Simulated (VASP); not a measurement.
Here is a VASP 6.6.1 calculation.

Contents of INCAR:

```
  PREC = Accurate
  ENCUT = 520
  EDIFF = 1E-7
  ISMEAR = 0
  SIGMA = 0.05
  LREAL = False
  LASPH = True
  NELM = 100
  ALGO = Normal
  ISIF = 2
  LWAVE = False
  LCHARG = False
  LDIPOL = True
  IDIPOL = 3
  DIPOL = 0.5 0.5 0.500
  GGA = PE
  IBRION = 2
  NSW = 80
  EDIFFG = -0.02
  KPAR = 4
```

Contents of KPOINTS:

```
Automatic mesh
0
Gamma
  9 9 1
```

Contents of POSCAR:

```
CdF2
1.0
    3.8758283823      0.0000000000      0.0000000000
   -1.9379141912      3.3565658398      0.0000000000
    0.0000000000      0.0000000000     26.0761021784
F Cd
8 4
Direct
    0.0000000000      0.0000000000      0.2876196737
    0.3333333333      0.6666666667      0.3482997669
    0.6666666667      0.3333333333      0.4089798602
    0.0000000000      0.0000000000      0.4696599534
    0.3333333333      0.6666666667      0.5303400466
    0.6666666667      0.3333333333      0.5910201398
    0.0000000000      0.0000000000      0.6517002331
    0.3333333333      0.6666666667      0.7123803263
    0.6666666667      0.3333333333      0.3179597203
    0.3333333333      0.6666666667      0.4393199068
    0.0000000000      0.0000000000      0.5606800932
    0.6666666667      0.3333333333      0.6820402797
```

Potentials or basis: VASP PAW PBE potentials, release 64 (F, Cd).

Command:

```console
$ cat potpaw_PBE.64/F/POTCAR potpaw_PBE.64/Cd/POTCAR > POTCAR
$ mpirun -np 4 vasp_std > vasp.out
```

(1) Predict the band gap on the k mesh.

(2) Estimate the energy gained by relaxing.

Answers

(1) 3.03 eV (least direct gap 3.32 eV).

(2) 0.3 meV/atom.
